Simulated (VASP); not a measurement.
Input of a VASP 6.6.1 run:

File INCAR:

```
SYSTEM = SnMoO5
PREC = Accurate
ENCUT = 520
EDIFF = 1E-6
ISMEAR = -1
SIGMA = 0.03
LREAL = .False.
LASPH = .True.
NELM = 100
ALGO = Normal
ISIF = 2
LWAVE = .False.
LCHARG = .False.
GGA = PS
NBANDS = 38
```

Contents of KPOINTS:

```
regular mesh
0
Gamma
  6 6 4
  0 0 0
```

The input POSCAR:

```
SnMoO5
1.0
    3.4817368691      0.0000000000      0.0000000000
    0.0000000000      3.4817368691      0.0000000000
    0.0000000000      0.0000000000      5.3208540016
Sn Mo O
1 1 5
Direct
    0.0000000000      0.0000000000      0.5000000000
    0.5000000000      0.5000000000      0.0000000000
    0.0000000000      0.0000000000      0.0000000000
    0.5000000000      0.0000000000      0.7383274791
    0.0000000000      0.5000000000      0.7383274791
    0.5000000000      0.0000000000      0.2616725209
    0.0000000000      0.5000000000      0.2616725209
```

Potentials or basis: VASP PAW PBE potentials, release 64 (Sn_d, Mo_sv, O).

Run with:

```console
$ cat potpaw_PBE.64/Sn_d/POTCAR potpaw_PBE.64/Mo_sv/POTCAR potpaw_PBE.64/O/POTCAR > POTCAR
$ mpirun -np 1 vasp_std > vasp.out
```

Question: Estimate the largest force.

Answer: 0.024 eV/Å.

Question: Estimate the band gap on the k mesh.

Answer: Zero (bands 29 and 30 overlap by 1.09 eV).

Question: What does it give for the pressure?

Answer: 0.5 GPa.

Forces on the atoms (eV/Å):
```
Sn   0.000  0.000  0.000
Mo   0.000  0.000  0.000
O    0.000  0.000  0.000
O    0.000  0.000  0.024
O    0.000  0.000  0.024
O    0.000  0.000 -0.024
O    0.000  0.000 -0.024
```

Caveat: the PAW data sets were made with another functional, which shifts forces and pressure a little; spin-orbit coupling is left out, which moves the levels of the heavy elements.
